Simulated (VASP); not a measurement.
A run of VASP 6.6.1 is set up as follows.

The input POSCAR:

```
MnSb
1.0
    0.0000000000      3.1002856324      3.1002856324
    3.1002856324      0.0000000000      3.1002856324
    3.1002856324      3.1002856324      0.0000000000
Mn Sb
1 1
Direct
    0.0000000000      0.0000000000      0.0000000000
    0.2500000000      0.2500000000      0.2500000000
```

The input INCAR.step1:

```
PREC = Accurate ; ENCUT = 520
ISMEAR = -4 ; SIGMA = 0.1
LREAL = F ; LASPH = T
NELM = 150 ; ISPIN = 2
MAGMOM = 3.5 0 ; LMAXMIX = 4
NBANDS = 20 ; GGA = PE
ALGO = Normal ; EDIFF = 1E-4
LWAVE = T ; LCHARG = F
```

Contents of INCAR.step2:

```
PREC = Accurate ; ENCUT = 520
EDIFF = 1E-7 ; ISMEAR = -4
SIGMA = 0.1 ; LREAL = F
LASPH = T ; NELM = 150
ALGO = Normal ; ISIF = 2
LWAVE = F ; LCHARG = F
ISPIN = 2 ; MAGMOM = 3.5 0
LORBIT = 11 ; LMAXMIX = 4
METAGGA = R2SCAN ; LMIXTAU = T
NBANDS = 20 ; ISTART = 1
```

File KPOINTS:

```
Automatic mesh
0
Gamma
  10 10 10
```

Potentials or basis: VASP PAW PBE potentials, release 64 (Mn_pv, Sb).

Launch:

```sh
$ cat potpaw_PBE.64/Mn_pv/POTCAR potpaw_PBE.64/Sb/POTCAR > POTCAR
$ cp INCAR.step1 INCAR
$ mpirun -np 1 vasp_std > vasp.out
$ cp INCAR.step2 INCAR
$ mpirun -np 1 vasp_std > vasp.out
```

**Question.** Estimate the pressure.

**Answer.** 0.3 GPa.

**Question.** Predict the site moments.

**Answer.** Mn +4.12; Sb -0.28 μB.

**Question.** What does it give for the net moment?

**Answer.** 4.00 μB per cell.

Caveat: the PAW data sets were made with another functional, which shifts forces and pressure a little; a cell with one magnetic atom can't hold antiferromagnetic order, which such compounds often take; tetrahedron occupations give inexact forces and stress in metals.
